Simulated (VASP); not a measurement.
# Cu: single point with PBEsol

The system is Cu.

```
Cu
1.0
     2.53410    0.00000    0.00000
    -1.26705    2.19459    0.00000
     0.00000    0.00000    4.11257
Cu
2
Direct
  0.66667 0.33333 0.75000
  0.33333 0.66667 0.25000
```

* Program: VASP 6.6.1
* Task: single point
* Functional: PBEsol
* Potentials or basis: VASP PAW PBE potentials, release 64 (Cu)
* Cutoff: 520 eV
* k mesh: 7 × 7 × 4
* Occupations: fermi-dirac, width 0.05 eV
* Spin: no spin polarisation
* Dipole correction: no
* Further INCAR settings: ALGO = Normal; EDIFF = 1e-06; NBANDS = 18

```json
{
  "Pressure": "-1.3 GPa",
  "Band gap on the k mesh": "zero (band 11 reaches 10.25 eV, above the bottom of band 12 at 5.80 eV)"
}
```

Stress tensor (GPa, compression positive):
```
-1.69  0.00  0.00
 0.00 -1.69  0.00
 0.00  0.00 -0.49
```

Levels at points of the mesh, in eV from the Fermi level:
| k point | band 9 | band 10 | band 11 | band 12 | band 13 | band 14 |
| --- | --- | --- | --- | --- | --- | --- |
| (0.00, 0.00, 0.00) | -2.44 | -1.64 | -1.64 | -0.94 | 4.12 | 21.65 |
| (0.00, 0.00, 0.50) | -1.87 | -1.87 | -1.87 | -1.87 | 12.98 | 12.98 |

Run time: 7.3 s on 1 thread of Intel(R) Xeon(R) Platinum 8488C (Sapphire Rapids) (shared host), peak memory 0.13 GiB.

Caveat: the k points lie up to 0.41 Å⁻¹ apart; the PAW data sets were made with another functional, which shifts forces and pressure a little.
